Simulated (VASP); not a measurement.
A run of VASP 6.6.1:

The input INCAR:

```
PREC = Accurate
ENCUT = 520
EDIFF = 1E-7
ISMEAR = 0
SIGMA = 0.1
LREAL = False
LASPH = True
NELM = 60
ALGO = Normal
ISIF = 2
LWAVE = False
LCHARG = False
GGA = PS
NBANDS = 48
```

KPOINTS

```
Automatic mesh
0
Gamma
  6 6 1
```

The input POSCAR:

```
InSe
1.0
    4.0417341700      0.0000000000      0.0000000000
   -2.0208670800      3.5002444600      0.0000000000
    0.0000000000      0.0000000000     17.4284434000
In Se
4 4
Direct
    0.3333333300      0.6666666700      0.3303039600
    0.6666666700      0.3333333300      0.8303039600
    0.6666666700      0.3333333300      0.6696960400
    0.3333333300      0.6666666700      0.1696960400
    0.3333333300      0.6666666700      0.5973247600
    0.6666666700      0.3333333300      0.0973247600
    0.6666666700      0.3333333300      0.4026752400
    0.3333333300      0.6666666700      0.9026752400
```

Potentials or basis: VASP PAW PBE potentials, release 64 (In_d, Se).

The run is started by

```bash
$ cat potpaw_PBE.64/In_d/POTCAR potpaw_PBE.64/Se/POTCAR > POTCAR
$ mpirun -np 1 vasp_std > vasp.out
```

Hardware: 1 thread of AMD EPYC 7R43 64-Core Processor (Zen 3), with other jobs on the host.

Question: How long does it take, and how much memory?

Answer: Wall time 3.4 min on 1 thread of AMD EPYC 7R43 64-Core Processor (Zen 3), on a shared host, peak memory 0.32 GiB. Counts: scf iterations 16, k points 7.
